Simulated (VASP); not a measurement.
# WS2 (P3m1) in VASP: single point with PBE+D3(BJ)

Aim: the single point of WS2 with PBE+D3(BJ).

All numbers are computed with VASP 6.6.1; they aren't measurements. Logs are shortened: lines on timing, memory, paths and dates and some standing lists are left out, and cuts for length are marked.

### Step 1. The cell of the first run

Symmetry: P3m1, No. 156, trigonal system. Conventional cell: a = 3.154 Å, b = 3.154 Å, c = 12.140 Å, α = 90.00°, β = 90.00°, γ = 120.00°. Within 3.2 Å of W (site symmetry 3m) lie 6 S at 2.41 Å and 6 W at 3.15 Å. W (site symmetry 3m) has 6 S at 2.41 to 2.61 Å and 6 W at 3.15 Å within 3.2 Å. S (site symmetry 3m) has 3 W at 2.61 Å and 10 S at 3.15 to 3.45 Å within 3.5 Å. S (site symmetry 3m) has 3 W at 2.41 Å and 7 S at 3.15 Å within 3.2 Å. S (site symmetry 3m) has 3 W at 2.41 Å and 6 S at 3.15 Å within 3.2 Å. Within 3.2 Å of S (site symmetry 3m) lie 3 W at 2.41 Å and 10 S at 3.15 to 3.19 Å.

### Step 2. Single point, PBE+D3(BJ) (atom 3 (S) moved -0.300 Å towards its neighbour atom 5 (S) at 3.149 Å)

INCAR

```
  PREC = Accurate
  ENCUT = 520
  EDIFF = 1E-6
  ISMEAR = 0
  SIGMA = 0.05
  LREAL = False
  LASPH = True
  NELM = 80
  ALGO = Normal
  ISIF = 2
  LWAVE = False
  LCHARG = False
  GGA = PE
  IVDW = 12
  NBANDS = 35
```

KPOINTS

```
regular mesh
0
Gamma
  12 12 4
```

POSCAR

```
WS2
1.0
    3.1542063626      0.0000000000      0.0000000000
   -1.5771031813      2.7316228388      0.0000000000
    0.0000000000      0.0000000000     12.1399047294
W S
2 4
Direct
    0.3333333333      0.6666666667      0.2500000000
    0.6666666667      0.3333333333      0.7500000000
    0.3333333333      0.6666666667      0.5955754893
    0.6666666667      0.3333333333      0.1202873801
    0.3333333333      0.6666666667      0.8797126199
    0.6666666667      0.3333333333      0.3797126199
```

Potentials or basis: VASP PAW PBE potentials, release 64 (W_sv, S).

The run is started by

```console
> cat potpaw_PBE.64/W_sv/POTCAR potpaw_PBE.64/S/POTCAR > POTCAR
> mpirun -np 1 vasp_std > vasp.out
```

OUTCAR:

```text
PREC = Accurate
   ENCUT = 520
   EDIFF = 1E-6
   ISMEAR = 0
   LREAL = False
   LASPH = True
   NELM = 80
   ISIF = 2
   GGA = PE
   IVDW = 12
 IVDW          = 12

 ion  position               nearest neighbor table
   1  0.333  0.667  0.250-   4 2.41   6 2.41   4 2.41   6 2.41   4 2.41   6 2.41
   2  0.667  0.333  0.750-   5 2.41   5 2.41   5 2.41   3 2.61   3 2.61   3 2.61
   3  0.333  0.667  0.596-   2 2.61   2 2.61   2 2.61
   4  0.667  0.333  0.120-   1 2.41   1 2.41   1 2.41
   5  0.333  0.667  0.880-   2 2.41   2 2.41   2 2.41
   6  0.667  0.333  0.380-   1 2.41   1 2.41   1 2.41

  LATTYP: Found a hexagonal cell.
 ALAT       =     3.1542063626
 C/A-ratio  =     3.8487985039

  Lattice vectors:

 A1 = (   3.1542063626,   0.0000000000,   0.0000000000)
 A2 = (  -1.5771031813,   2.7316228388,   0.0000000000)
 A3 = (   0.0000000000,   0.0000000000,  12.1399047294)

Analysis of symmetry for initial positions (statically):
=====================================================================
 Subroutine PRICEL returns:
 Original cell was already a primitive cell.

 Routine SETGRP: Setting up the symmetry group for a
 hexagonal supercell.

 Subroutine GETGRP returns: Found  6 space group operations
 (whereof  6 operations were pure point group operations)
 out of a pool of 24 trial point group operations.

The static configuration has the point symmetry C_3v.

Analysis of symmetry for dynamics (positions and initial velocities):
=====================================================================
 Subroutine PRICEL returns:
 Original cell was already a primitive cell.

 Routine SETGRP: Setting up the symmetry group for a
 hexagonal supercell.

 Subroutine GETGRP returns: Found  6 space group operations
 (whereof  6 operations were pure point group operations)
 out of a pool of 24 trial point group operations.

The dynamic configuration has the point symmetry C_3v.

 Subroutine INISYM returns: Found  6 space group operations
 (whereof  6 operations are pure point group operations),
 and found     1 'primitive' translations

----------------------------------------------------------------------------------------

                                     Primitive cell

  volume of cell :     104.5987

  direct lattice vectors                    reciprocal lattice vectors
     3.154206363  0.000000000  0.000000000     0.317036961  0.183041375  0.000000000
    -1.577103181  2.731622839  0.000000000     0.000000000  0.366082750  0.000000000
     0.000000000  0.000000000 12.139904729     0.000000000  0.000000000  0.082372969

  length of vectors
     3.154206363  3.154206363 12.139904729     0.366082750  0.366082750  0.082372969

  position of ions in fractional coordinates (direct lattice)
     0.333333333  0.666666667  0.250000000
     0.666666667  0.333333333  0.750000000
     0.333333333  0.666666667  0.595575489
     0.666666667  0.333333333  0.120287380
     0.333333333  0.666666667  0.879712620
     0.666666667  0.333333333  0.379712620

  ion indices of the primitive-cell ions
   primitive index   ion index
                 1           1
                 2           2
                 3           3
                 4           4
                 5           5
                 6           6

----------------------------------------------------------------------------------------

 KPOINTS: regular mesh

Automatic generation of k-mesh.
 Grid dimensions read from file:
 generate k-points for:   12   12    4

 Generating k-lattice:

  Cartesian coordinates                     Fractional coordinates (reciprocal lattice)
     0.026419747  0.015253448  0.000000000     0.083333333  0.000000000  0.000000000
     0.000000000  0.030506896  0.000000000     0.000000000  0.083333333  0.000000000
     0.000000000  0.000000000  0.020593242     0.000000000  0.000000000  0.250000000

  Length of vectors
     0.030506896  0.030506896  0.020593242

  Shift w.r.t. Gamma in fractional coordinates (k-lattice)
     0.000000000  0.000000000  0.000000000

 Subroutine IBZKPT returns following result:
 ===========================================

 Found     69 irreducible k-points:

 Following reciprocal coordinates:
            Coordinates               Weight
  0.000000  0.000000  0.000000      1.000000
  0.083333  0.000000  0.000000      6.000000
  0.166667  0.000000  0.000000      6.000000
  0.250000  0.000000  0.000000      6.000000
  0.333333 -0.000000  0.000000      6.000000
  0.416667  0.000000  0.000000      6.000000
[... 16 lines left out ...]
  0.166667  0.000000  0.250000      6.000000
  0.000000  0.166667  0.250000      6.000000
 [... further k-points ...]
   k-points           NKPTS =     69   k-points in BZ     NKDIM =     69   number of bands    NBANDS=     35
   number of dos      NEDOS =    301   number of ions     NIONS =      6
   total plane-waves  NPLWV =  51840
   dimension x,y,z NGX =    24 NGY =   24 NGZ =   90
   dimension x,y,z NGXF=    48 NGYF=   48 NGZF=  180
   ions per type =               2   4
   NGX,Y,Z   is equivalent  to a cutoff of  12.65, 12.65, 12.32 a.u.
   NGXF,Y,Z  is equivalent  to a cutoff of  25.30, 25.30, 24.65 a.u.
 SYSTEM =  unknown system
   PREC   = accura    normal or accurate (medium, high low for compatibility)
   ISTART =      0    job   : 0-new  1-cont  2-samecut
   ICHARG =      2    charge: 1-file 2-atom 10-const
   ISPIN  =      1    spin polarized calculation?
   LNONCOLLINEAR =      F non collinear calculations
   LSORBIT =      F    spin-orbit coupling
   LASPH  =      T    aspherical Exc in radial PAW
   ENCUT  =  520.0 eV  38.22 Ry    6.18 a.u.   5.86  5.86 22.57*2*pi/ulx,y,z
   NELM   =     80;   NELMIN=  2; NELMDL= -5     # of ELM steps
   EDIFF  = 0.1E-05   stopping-criterion for ELM
   LREAL  =      F    real-space projection
   EDIFFG = 0.1E-04   stopping-criterion for IOM
   NSW    =      0    number of steps for IOM
   IBRION =     -1    ionic relax: 0-MD 1-quasi-New 2-CG
   NFREE  =      0    steps in history (QN), initial steepest desc. (CG)
   ISIF   =      2    stress and relaxation
   ISYM   =      2    0-nonsym 1-usesym 2-fastsym
   POTIM  = 0.5000    time-step for ionic-motion
   TEBEG  =    0.0;   TEEND  =   0.0 temperature during run
   PSTRESS=    0.0 pullay stress
   NELECT =      52.0000    total number of electrons
   NUPDOWN=      -1.0000    fix difference up-down
   EMIN   =  10.00;   EMAX   =-10.00  energy-range for DOS
   EFERMI =   0.00;   METHOD = LEGACY
   ISMEAR =     0;   SIGMA  =   0.05  broadening in eV -4-tet -1-fermi 0-gaus
   EFERMI_NEDOS =   21; number of points for ismear=-14 and -15
   IALGO  =     38    algorithm
   IMIX   =      4    mixing-type and parameters
     AMIX     =   0.40;   BMIX     =  1.00
     AMIX_MAG =   1.60;   BMIX_MAG =  1.00
  volume/ion in A,a.u.               =      17.43       117.64
  Fermi-wavevector in a.u.,A,eV,Ry     =   1.296882  2.450752 22.883690  1.681904
  Thomas-Fermi vector in A             =   2.428310
   LORBIT       =      0    0 simple, 1 ext, 2 COOP (PROOUT), +10 PAW based schemes
   GGA     = PE    functional components
   LHFCALC =     F    Hartree Fock is set to
   AEXX    =    0.0000 exact exchange contribution
   IVDW    =    12    specifies the selected vdW correction
   LEPSILON=     F    determine dielectric tensor
   LRPA    =     F    only Hartree local field effects (RPA)
 non-spin polarized calculation
 Gauss-broadening in eV      SIGMA  =   0.05
  energy-cutoff  :      520.00
  volume of cell :      104.60
 maximum number of plane-waves:      2841
   NGX = 11   NGY = 11   NGZ = 45

 number of electron      51.9999997 magnetization

 Free energy of the ion-electron system (eV)
  ---------------------------------------------------
  ext. energy  EPLUGINS =         0.00000000
  ---------------------------------------------------
  free energy    TOTEN  =       -46.52058638 eV

  energy without entropy =      -46.52058638  energy(sigma->0) =      -46.52058638

 E-fermi :   7.9838     XC(G=0): -11.1626

 val. band max:        7.6376977906   @ k =   0.0000   0.0000   0.0000
 cond. band min:       8.2641876221   @ k =   0.1667   0.1667   0.0000
 fundamental gap:      0.6264898314
 Fermi energy:         7.9837625622

 k-point     1 :       0.0000    0.0000    0.0000
  band No.  band energies     occupation
      1     -66.9862      2.00000
      2     -66.9681      2.00000
      3     -31.2258      2.00000
      4     -31.1955      2.00000
      5     -31.0487      2.00000
      6     -31.0487      2.00000
[... 27 lines left out ...]
     34      10.3426      0.00000
     35      12.4123      0.00000

 k-point     2 :       0.0833    0.0000    0.0000
  band No.  band energies     occupation
      1     -66.9850      2.00000
      2     -66.9668      2.00000
      3     -31.2213      2.00000
      4     -31.1916      2.00000
      5     -31.0738      2.00000
      6     -31.0545      2.00000
[... 27 lines left out ...]
     34      10.4439      0.00000
     35      12.9170      0.00000

 k-point     3 :       0.1667    0.0000    0.0000
  band No.  band energies     occupation
      1     -66.9816      2.00000
      2     -66.9633      2.00000
      3     -31.2089      2.00000
      4     -31.1810      2.00000
      5     -31.1417      2.00000
      6     -31.0760      2.00000
[... 27 lines left out ...]
     34      10.7899      0.00000
     35      13.7154      0.00000
[... 723 lines left out ...]
 k-point    23 :       0.1667    0.0000    0.2500
  band No.  band energies     occupation
      1     -66.9816      2.00000
      2     -66.9633      2.00000
      3     -31.2089      2.00000
      4     -31.1811      2.00000
      5     -31.1417      2.00000
      6     -31.0760      2.00000
[... 27 lines left out ...]
     34      10.7761      0.00000
     35      13.7353      0.00000

 k-point    24 :       0.0000    0.1667    0.2500
  band No.  band energies     occupation
      1     -66.9816      2.00000
      2     -66.9633      2.00000
      3     -31.2089      2.00000
      4     -31.1811      2.00000
      5     -31.1417      2.00000
      6     -31.0760      2.00000
[... 27 lines left out ...]
     34      10.7741      0.00000
     35      13.7443      0.00000

 [... further k-points ...]

------------------------ aborting loop because EDIFF is reached ----------------------------------------

 Edisp (eV)   -2.61494

 E8    (eV) :    -1.0991

  FORCE on cell =-STRESS in cart. coord.  units (eV):
  Direction    XX          YY          ZZ          XY          YZ          ZX
  --------------------------------------------------------------------------------------
  -------------------------------------------------------------------------------------
  Total      -2.06950    -2.06950    -7.01871     0.00000     0.00000     0.00000
  in kB     -31.69935   -31.69935  -107.50823     0.00000     0.00000     0.00000
  external pressure =      -56.97 kB  Pullay stress =        0.00 kB

 VOLUME and BASIS-vectors are now :
 -----------------------------------------------------------------------------
  energy-cutoff  :      520.00
  volume of cell :      104.60
      direct lattice vectors                 reciprocal lattice vectors
     3.154206363  0.000000000  0.000000000     0.317036961  0.183041375  0.000000000
    -1.577103181  2.731622839  0.000000000     0.000000000  0.366082750  0.000000000
     0.000000000  0.000000000 12.139904729     0.000000000  0.000000000  0.082372969

 POSITION                                       TOTAL-FORCE (eV/Angst)
 -----------------------------------------------------------------------------------
     -0.00000      1.82108      3.03498        -0.000000      0.000000     -0.030362
      1.57710      0.91054      9.10493        -0.000000      0.000000     -3.282996
     -0.00000      1.82108      7.23023        -0.000000     -0.000000      3.899611
      1.57710      0.91054      1.46028        -0.000000      0.000000     -0.005313
     -0.00000      1.82108     10.67963         0.000000     -0.000000     -0.422478
      1.57710      0.91054      4.60968         0.000000     -0.000000     -0.158461
 -----------------------------------------------------------------------------------
    total drift:                               -0.000000      0.000000      0.000244

  FREE ENERGIE OF THE ION-ELECTRON SYSTEM (eV)
  ---------------------------------------------------
  free  energy   TOTEN  =       -49.1355226489 eV

  energy  without entropy=      -49.1355226489  energy(sigma->0) =      -49.13552265
```

Wall time 3.7 min (1 thread of Intel Xeon Platinum 8488C (Sapphire Rapids), shared host); peak memory 0.35 GiB.

Results:

| Item | Value |
| --- | --- |
| Free energy | -49.1355 eV |
| Pressure | -5.7 GPa |
| Largest force | 3.900 eV/Å |
| Band gap on the k mesh | 0.63 eV (least direct gap 1.74 eV) |
| Dispersion energy per atom | -0.436 eV |

Forces in eV/Å, atoms in the order of the input:
```
W    0.000  0.000 -0.030
W    0.000  0.000 -3.283
S    0.000  0.000  3.900
S    0.000  0.000 -0.005
S    0.000  0.000 -0.422
S    0.000  0.000 -0.158
```

Caveat: the cell differs from its parent crystal (atom 3 (S) moved -0.300 Å towards its neighbour atom 5 (S) at 3.149 Å); the stress differs along the axes, from -11 to -3 GPa; spin-orbit coupling is left out, which moves the levels of the heavy elements; forces of over 1 eV/Å act on the atoms, so gaps and moduli don't describe the material at rest. A k mesh can miss the band edges.
